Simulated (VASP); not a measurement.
# Ru (P2_1/c) in VASP: notebook

The runs below take Ru through single point, relaxation of cell and atoms, with PBE.

Everything below comes from runs of VASP 6.6.1. Logs are shortened: lines on timing, memory, paths and dates and some standing lists are left out, and cuts for length are marked.

### Step 1. The cell of the first run

The structure is monoclinic, space group P2_1/c (No. 14). Conventional cell: a = 4.446 Å, b = 4.833 Å, c = 4.828 Å, α = 90.00°, β = 114.40°, γ = 90.00°. Within 3.2 Å of Ru (site symmetry -1) lie 6 Ru at 2.43 to 2.66 Å. Within 3.2 Å of Ru (site symmetry 1) lie 9 Ru at 2.43 to 3.20 Å.

### Step 2. Single point, PBE

Input file INCAR:

```
SYSTEM = Ru
PREC     = Accurate       ! precision mode
ENCUT    = 520            ! plane-wave cutoff, eV
EDIFF    = 1E-6           ! SCF threshold, eV
ISMEAR   = 0              ! smearing method
SIGMA    = 0.1            ! smearing width, eV
LREAL    = .False.        ! projectors in reciprocal space
LASPH    = .True.         ! aspherical terms in the spheres
NELM     = 100            ! most SCF steps
ALGO     = Fast           ! electronic algorithm
ISIF     = 2              ! what is computed and relaxed
LWAVE    = .False.        ! write WAVECAR
LCHARG   = .False.        ! write CHGCAR
GGA      = PE             ! functional
NBANDS   = 51             ! bands
```

Input file KPOINTS:

```
Automatic mesh
0
Gamma
  4 4 4
  0 0 0
```

Input file POSCAR:

```
Ru
1.0
    4.4462230265      0.0000000000      0.0000000000
    0.0000000000      4.8326980806      0.0000000000
   -1.9943731903      0.0000000000      4.3965725974
Ru
6
Direct
    0.0000000000      0.0000000000      0.0000000000
    0.0000000000      0.5000000000      0.5000000000
    0.4250000000      0.3600000000      0.2650000000
    0.5750000000      0.8600000000      0.2350000000
    0.5750000000      0.6400000000      0.7350000000
    0.4250000000      0.1400000000      0.7650000000
```

Potentials or basis: VASP PAW PBE potentials, release 64 (Ru_pv).

Command:

```bash
$ cat potpaw_PBE.64/Ru_pv/POTCAR > POTCAR
$ mpirun -np 1 vasp_std > vasp.out
```

OUTCAR:

```text
SYSTEM = Ru
   PREC = Accurate
   ENCUT = 520
   EDIFF = 1E-6
   ISMEAR = 0
   LREAL = .False.
   LASPH = .True.
   NELM = 100
   ISIF = 2
   GGA = PE

 ion  position               nearest neighbor table
   1  0.000  0.000  0.000-   4 2.43   6 2.43   5 2.50   3 2.50   6 2.66   4 2.66
   2  0.000  0.500  0.500-   5 2.43   3 2.43   6 2.50   4 2.50   3 2.66   5 2.66
   3  0.425  0.360  0.265-   2 2.43   5 2.48   1 2.50   4 2.53   4 2.53   6 2.64   6 2.64   2 2.66
                             5 3.20
   4  0.575  0.860  0.235-   1 2.43   6 2.48   2 2.50   3 2.53   3 2.53   5 2.64   5 2.64   1 2.66
                             6 3.20
   5  0.575  0.640  0.735-   2 2.43   3 2.48   1 2.50   6 2.53   6 2.53   4 2.64   4 2.64   2 2.66
                             3 3.20
   6  0.425  0.140  0.765-   1 2.43   4 2.48   2 2.50   5 2.53   5 2.53   3 2.64   3 2.64   1 2.66
                             4 3.20

  LATTYP: Found a simple monoclinic cell.
 ALAT       =     4.4462230265
 B/A-ratio  =     1.0869221026
 C/A-ratio  =     1.0858140041
 COS(beta)  =    -0.4131043283

  Lattice vectors:

 A1 = (   4.4462230265,   0.0000000000,   0.0000000000)
 A2 = (   0.0000000000,   4.8326980806,   0.0000000000)
 A3 = (  -1.9943731903,   0.0000000000,   4.3965725974)

Analysis of symmetry for initial positions (statically):
=====================================================================
 Subroutine PRICEL returns:
 Original cell was already a primitive cell.

 Routine SETGRP: Setting up the symmetry group for a
 simple monoclinic supercell.

 Subroutine GETGRP returns: Found  4 space group operations
 (whereof  2 operations were pure point group operations)
 out of a pool of  4 trial point group operations.

The static configuration has the point symmetry S_2 .
 The point group associated with its full space group is C_2h.

Analysis of symmetry for dynamics (positions and initial velocities):
=====================================================================
 Subroutine PRICEL returns:
 Original cell was already a primitive cell.

 Routine SETGRP: Setting up the symmetry group for a
 simple monoclinic supercell.

 Subroutine GETGRP returns: Found  4 space group operations
 (whereof  2 operations were pure point group operations)
 out of a pool of  4 trial point group operations.

The dynamic configuration has the point symmetry S_2 .
 The point group associated with its full space group is C_2h.

 Subroutine INISYM returns: Found  4 space group operations
 (whereof  2 operations are pure point group operations),
 and found     1 'primitive' translations

----------------------------------------------------------------------------------------

                                     Primitive cell

  volume of cell :      94.4703

  direct lattice vectors                    reciprocal lattice vectors
     4.446223027  0.000000000  0.000000000     0.224909995  0.000000000  0.102023668
     0.000000000  4.832698081  0.000000000     0.000000000  0.206923748  0.000000000
    -1.994373190  0.000000000  4.396572597     0.000000000  0.000000000  0.227449901

  length of vectors
     4.446223027  4.832698081  4.827771228     0.246968287  0.206923748  0.227449901

  position of ions in fractional coordinates (direct lattice)
     0.000000000  0.000000000  0.000000000
     0.000000000  0.500000000  0.500000000
     0.425000000  0.360000000  0.265000000
     0.575000000  0.860000000  0.235000000
     0.575000000  0.640000000  0.735000000
     0.425000000  0.140000000  0.765000000

  ion indices of the primitive-cell ions
   primitive index   ion index
                 1           1
                 2           2
                 3           3
                 4           4
                 5           5
                 6           6

----------------------------------------------------------------------------------------

 KPOINTS: Automatic mesh

Automatic generation of k-mesh.
 Grid dimensions read from file:
 generate k-points for:    4    4    4

 Generating k-lattice:

  Cartesian coordinates                     Fractional coordinates (reciprocal lattice)
     0.056227499  0.000000000  0.025505917     0.250000000  0.000000000  0.000000000
     0.000000000  0.051730937  0.000000000     0.000000000  0.250000000  0.000000000
     0.000000000  0.000000000  0.056862475     0.000000000  0.000000000  0.250000000

  Length of vectors
     0.061742072  0.051730937  0.056862475

  Shift w.r.t. Gamma in fractional coordinates (k-lattice)
     0.000000000  0.000000000  0.000000000

 Subroutine IBZKPT returns following result:
 ===========================================

 Found     30 irreducible k-points:

 Following reciprocal coordinates:
            Coordinates               Weight
  0.000000  0.000000  0.000000      1.000000
  0.250000  0.000000  0.000000      2.000000
  0.500000  0.000000  0.000000      1.000000
  0.000000  0.250000  0.000000      2.000000
  0.250000  0.250000  0.000000      4.000000
  0.500000  0.250000  0.000000      2.000000
[... 16 lines left out ...]
  0.250000  0.000000  0.500000      2.000000
  0.500000  0.000000  0.500000      1.000000
 [... further k-points ...]
   k-points           NKPTS =     30   k-points in BZ     NKDIM =     30   number of bands    NBANDS=     51
   number of dos      NEDOS =    301   number of ions     NIONS =      6
   total plane-waves  NPLWV =  46656
   dimension x,y,z NGX =    36 NGY =   36 NGZ =   36
   dimension x,y,z NGXF=    72 NGYF=   72 NGZF=   72
   ions per type =               6
   NGX,Y,Z   is equivalent  to a cutoff of  13.46, 12.38, 12.40 a.u.
   NGXF,Y,Z  is equivalent  to a cutoff of  26.92, 24.77, 24.79 a.u.
 SYSTEM =  Ru
   PREC   = accura    normal or accurate (medium, high low for compatibility)
   ISTART =      0    job   : 0-new  1-cont  2-samecut
   ICHARG =      2    charge: 1-file 2-atom 10-const
   ISPIN  =      1    spin polarized calculation?
   LNONCOLLINEAR =      F non collinear calculations
   LSORBIT =      F    spin-orbit coupling
   LASPH  =      T    aspherical Exc in radial PAW
   ENCUT  =  520.0 eV  38.22 Ry    6.18 a.u.   8.27  8.99  8.98*2*pi/ulx,y,z
   NELM   =    100;   NELMIN=  2; NELMDL= -5     # of ELM steps
   EDIFF  = 0.1E-05   stopping-criterion for ELM
   LREAL  =      F    real-space projection
   EDIFFG = 0.1E-04   stopping-criterion for IOM
   NSW    =      0    number of steps for IOM
   IBRION =     -1    ionic relax: 0-MD 1-quasi-New 2-CG
   NFREE  =      0    steps in history (QN), initial steepest desc. (CG)
   ISIF   =      2    stress and relaxation
   ISYM   =      2    0-nonsym 1-usesym 2-fastsym
   POTIM  = 0.5000    time-step for ionic-motion
   TEBEG  =    0.0;   TEEND  =   0.0 temperature during run
   PSTRESS=    0.0 pullay stress
   NELECT =      84.0000    total number of electrons
   NUPDOWN=      -1.0000    fix difference up-down
   EMIN   =  10.00;   EMAX   =-10.00  energy-range for DOS
   EFERMI =   0.00;   METHOD = LEGACY
   ISMEAR =     0;   SIGMA  =   0.10  broadening in eV -4-tet -1-fermi 0-gaus
   EFERMI_NEDOS =   21; number of points for ismear=-14 and -15
   IALGO  =     68    algorithm
   IMIX   =      4    mixing-type and parameters
     AMIX     =   0.40;   BMIX     =  1.00
     AMIX_MAG =   1.60;   BMIX_MAG =  1.00
  volume/ion in A,a.u.               =      15.75       106.25
  Fermi-wavevector in a.u.,A,eV,Ry     =   1.574235  2.974873 33.718170  2.478216
  Thomas-Fermi vector in A             =   2.675400
   LORBIT       =      0    0 simple, 1 ext, 2 COOP (PROOUT), +10 PAW based schemes
   GGA     = PE    functional components
   LHFCALC =     F    Hartree Fock is set to
   AEXX    =    0.0000 exact exchange contribution
   IVDW    =     0    specifies the selected vdW correction
   LEPSILON=     F    determine dielectric tensor
   LRPA    =     F    only Hartree local field effects (RPA)
 non-spin polarized calculation
 RMM-DIIS sequential band-by-band and
 Gauss-broadening in eV      SIGMA  =   0.10
  energy-cutoff  :      520.00
  volume of cell :       94.47
 maximum number of plane-waves:      2576
 NGX is ok and might be reduce to    36
   NGX = 17   NGY = 17   NGZ = 17

 number of electron      84.0000017 magnetization

 Free energy of the ion-electron system (eV)
  ---------------------------------------------------
  ext. energy  EPLUGINS =         0.00000000
  ---------------------------------------------------
  free energy    TOTEN  =       -48.95918707 eV

  energy without entropy =      -48.91963213  energy(sigma->0) =      -48.93940960

 E-fermi :  10.4146     XC(G=0): -13.0045

 val. band max:       10.4052162401   @ k =   0.5000   0.0000   0.5000
 cond. band min:      10.4442999644   @ k =   0.5000   0.5000   0.5000
 fundamental gap:      0.0390837242
 Fermi energy:        10.4145717197

 k-point     1 :       0.0000    0.0000    0.0000
  band No.  band energies     occupation
      1     -33.4288      2.00000
      2     -33.1685      2.00000
      3     -32.9898      2.00000
      4     -32.7663      2.00000
      5     -32.7283      2.00000
      6     -32.5792      2.00000
[... 43 lines left out ...]
     50      13.7294      0.00000
     51      14.6094      0.00000

 k-point     2 :       0.2500    0.0000    0.0000
  band No.  band energies     occupation
      1     -33.4121      2.00000
      2     -33.2332      2.00000
      3     -32.8366      2.00000
      4     -32.8034      2.00000
      5     -32.7300      2.00000
      6     -32.6459      2.00000
[... 43 lines left out ...]
     50      12.8076      0.00000
     51      13.9377      0.00000

 k-point     3 :       0.5000    0.0000    0.0000
  band No.  band energies     occupation
      1     -33.5538      2.00000
      2     -32.8894      2.00000
      3     -32.8788      2.00000
      4     -32.8574      2.00000
      5     -32.6632      2.00000
      6     -32.6032      2.00000
[... 43 lines left out ...]
     50      12.5205      0.00000
     51      13.2660      0.00000
[... 1027 lines left out ...]
 k-point    23 :       0.2500    0.0000    0.5000
  band No.  band energies     occupation
      1     -33.5079      2.00000
      2     -33.1057      2.00000
      3     -32.9109      2.00000
      4     -32.7576      2.00000
      5     -32.6273      2.00000
      6     -32.5326      2.00000
[... 43 lines left out ...]
     50      12.3521      0.00000
     51      13.5608      0.00000

 k-point    24 :       0.5000    0.0000    0.5000
  band No.  band energies     occupation
      1     -33.3422      2.00000
      2     -33.3422      2.00000
      3     -32.7210      2.00000
      4     -32.7210      2.00000
      5     -32.6194      2.00000
      6     -32.6194      2.00000
[... 43 lines left out ...]
     50      12.3297      0.00000
     51      13.7568      0.00000

 [... further k-points ...]
[... 5 lines left out ...]
  --------------------------------------------------------------------------------------
  -------------------------------------------------------------------------------------
  Total       10.8706944      6.9901937     -0.5452210      0.0000000      0.0000000      5.3712023
  in kB      184.3625529    118.5508406     -9.2467260      0.0000000      0.0000000     91.0934047
  external PRESSURE =      97.8888892 kB  Pullay stress =       0.0000000 kB

 VOLUME and BASIS-vectors are now :
 -----------------------------------------------------------------------------
  energy-cutoff  :      520.00
  volume of cell :       94.47
      direct lattice vectors                 reciprocal lattice vectors
     4.446223027  0.000000000  0.000000000     0.224909995  0.000000000  0.102023668
     0.000000000  4.832698081  0.000000000     0.000000000  0.206923748  0.000000000
    -1.994373190  0.000000000  4.396572597     0.000000000  0.000000000  0.227449901

 POSITION                                       TOTAL-FORCE (eV/Angst)
 -----------------------------------------------------------------------------------
      0.00000      0.00000      0.00000        -0.000000      0.000000     -0.000000
     -0.99719      2.41635      2.19829         0.000000      0.000000     -0.000000
      1.36114      1.73977      1.16509        -1.313009      0.232801     -1.333705
      2.08790      4.15612      1.03319         1.313009      0.232801      1.333705
      1.09071      3.09293      3.23148         1.313009     -0.232801      1.333705
      0.36395      0.67658      3.36338        -1.313009     -0.232801     -1.333705
 -----------------------------------------------------------------------------------
    total drift:                                0.000000      0.000000      0.000000

  FREE ENERGIE OF THE ION-ELECTRON SYSTEM (eV)
  ---------------------------------------------------
  free  energy   TOTEN  =       -48.9591870737 eV

  energy  without entropy=      -48.9196321348  energy(sigma->0) =      -48.93940960
```

Wall time 91 s (1 thread of AMD EPYC 9R45 (Zen 5), shared host); peak memory 0.23 GiB.

Results:

```yaml
Free_energy: -48.9592 eV
Pressure: 9.8 GPa
Largest_force: 1.886 eV/Å
Band_gap_on_the_k_mesh: zero (band 42 reaches 10.54 eV, above the bottom of band 43 at 10.16 eV)
```

Forces on the atoms (eV/Å):
```
Ru   0.000  0.000  0.000
Ru   0.000  0.000  0.000
Ru  -1.313  0.233 -1.334
Ru   1.313  0.233  1.334
Ru   1.313 -0.233  1.334
Ru  -1.313 -0.233 -1.334
```

Levels at points of the mesh, in eV from the Fermi level:
```
           k point  band 38  band 39  band 40  band 41  band 42  band 43  band 44  band 45  band 46  band 47
(0.00, 0.00, 0.00)    -1.41    -1.26    -0.79    -0.53    -0.28    -0.26     0.04     0.63     0.80     1.24
(0.50, 0.00, 0.00)    -1.38    -1.17    -0.98    -0.34    -0.12     0.13     0.20     0.89     1.01     1.13
(0.00, 0.50, 0.00)    -1.20    -0.60    -0.60    -0.26    -0.26    -0.05    -0.05     0.40     0.40     0.92
(0.50, 0.50, 0.00)    -1.18    -0.58    -0.58    -0.16    -0.16     0.11     0.11     0.80     0.80     1.53
(0.00, 0.00, 0.50)    -0.99    -0.71    -0.71     0.13     0.13     0.39     0.39     0.71     0.71     0.74
(0.50, 0.00, 0.50)    -0.80    -0.16    -0.16    -0.01    -0.01     0.37     0.37     0.82     0.82     1.71
(0.00, 0.50, 0.50)    -1.29    -0.65    -0.65    -0.29    -0.29    -0.04    -0.04     0.88     0.88     1.35
(0.50, 0.50, 0.50)    -0.98    -0.23    -0.23     0.03     0.03     0.54     0.54     0.95     0.95     1.11
```

Caveat: the k points lie up to 0.39 Å⁻¹ apart; forces of over 1 eV/Å act on the atoms, so gaps and moduli don't describe the material at rest.

### Step 3. Relaxation of cell and atoms, PBE

Input file INCAR:

```
ALGO = Fast
EDIFF = 1E-6
EDIFFG = -0.04
ENCUT = 600
GGA = PE
IBRION = 2
ISIF = 3
ISMEAR = 0
LASPH = T
LCHARG = F
LREAL = F
LWAVE = F
NELM = 100
NSW = 90
PREC = Accurate
SIGMA = 0.1
```

Input file KPOINTS:

```
k-points
0
Gamma
  4 4 4
```

POSCAR is that of step 2.

Potentials or basis: VASP PAW PBE potentials, release 64 (Ru_pv).

Command:

```bash
$ cat potpaw_PBE.64/Ru_pv/POTCAR > POTCAR
$ mpirun -np 1 vasp_std > vasp.out
```

Run time: 28 min. Hardware: 1 thread of AMD EPYC 9R45 (Zen 5), shared host; peak memory 0.28 GiB.

It converged, with:

- Free energy: -52.8249 eV
- Relaxed volume: 14.48 Å³/atom
- Relaxed cell: a = 4.849 Å, b = 4.625 Å, c = 4.328 Å, α = 90.00°, β = 116.46°, γ = 90.00°
- Space group after relaxing (to 0.05 Å): Cmce (No. 64)
- Energy gained by relaxing: 644.4 meV/atom
- Ionic steps: 20
- Pressure after relaxing: -0.1 GPa
- Largest force after relaxing: 0.035 eV/Å
- Band gap on the k mesh: zero (band 42 reaches 12.13 eV, above the bottom of band 43 at 11.41 eV)

Forces on the atoms (eV/Å):
```
Ru   0.000  0.000  0.000
Ru   0.000  0.000  0.000
Ru   0.028 -0.021 -0.001
Ru  -0.028 -0.021  0.001
Ru  -0.028  0.021  0.001
Ru   0.028  0.021 -0.001
```

Stress tensor (GPa, compression positive):
```
 0.01  0.00  0.02
 0.00 -0.06  0.00
 0.02  0.00 -0.19
```

Step by step:
```
step  energy change (eV)  largest force (eV/Å)  pressure (GPa)  volume (Å³)
   1              0.0000                1.8854            9.78        94.47
   2             -0.2415                0.8121          -21.28       107.82
   3             -0.6192                1.0821          -10.71       101.56
   4             -1.5405                2.1904           -1.78        95.30
   5             -1.5750                2.5063            1.62        93.88
   6             -2.3821                2.3686            1.74        91.49
   7             -2.8129                1.7329            6.02        88.18
   8             -3.3983                0.7373          -11.08        91.82
   9             -3.3986                0.7348          -10.64        91.69
  10             -3.7007                0.9259            7.21        84.81
  11             -3.7436                0.8519            1.90        86.46
  12             -3.8396                0.3675            0.40        86.69
  13             -3.8484                0.2370            0.03        86.76
  14             -3.8486                0.2262            0.01        86.77
  15             -3.8618                0.1670            0.01        86.78
  16             -3.8618                0.1680            0.01        86.78
  17             -3.8653                0.0761            0.05        86.80
  18             -3.8659                0.0540            0.09        86.80
  19             -3.8660                0.0547            0.09        86.80
  20             -3.8664                0.0349           -0.08        86.89
```

Final structure:
```
Ru
1.0
     4.84824    0.00000    0.09772
     0.00000    4.62496    0.00000
    -2.00586    0.00000    3.83464
Ru
6
Direct
  0.00000 0.00000 0.00000
  0.00000 0.50000 0.50000
  0.36569 0.43080 0.18306
  0.63431 0.93080 0.31694
  0.63431 0.56920 0.81694
  0.36569 0.06920 0.68306
```

Levels at points of the mesh, in eV from the Fermi level:
```csv
k point,band 39,band 40,band 41,band 42,band 43,band 44,band 45,band 46
"(0.00, 0.00, 0.00)",-1.08,-0.87,-0.44,-0.42,-0.30,0.01,0.22,0.89
"(0.50, 0.00, 0.00)",-0.62,-0.36,-0.29,-0.09,0.19,0.77,0.98,1.08
"(0.00, 0.50, 0.00)",-1.18,-1.18,-0.56,-0.56,-0.38,-0.38,0.57,0.57
"(0.50, 0.50, 0.00)",-1.03,-1.03,0.19,0.19,0.41,0.41,0.84,0.84
"(0.00, 0.00, 0.50)",-1.12,-1.12,0.13,0.13,0.27,0.27,0.59,0.59
"(0.50, 0.00, 0.50)",-1.12,-1.12,0.13,0.13,0.27,0.27,0.59,0.59
"(0.00, 0.50, 0.50)",-0.80,-0.80,0.34,0.34,0.63,0.63,1.20,1.20
"(0.50, 0.50, 0.50)",-0.80,-0.80,0.34,0.34,0.63,0.63,1.20,1.20
```

Caveat: the k points lie up to 0.41 Å⁻¹ apart in the final cell.
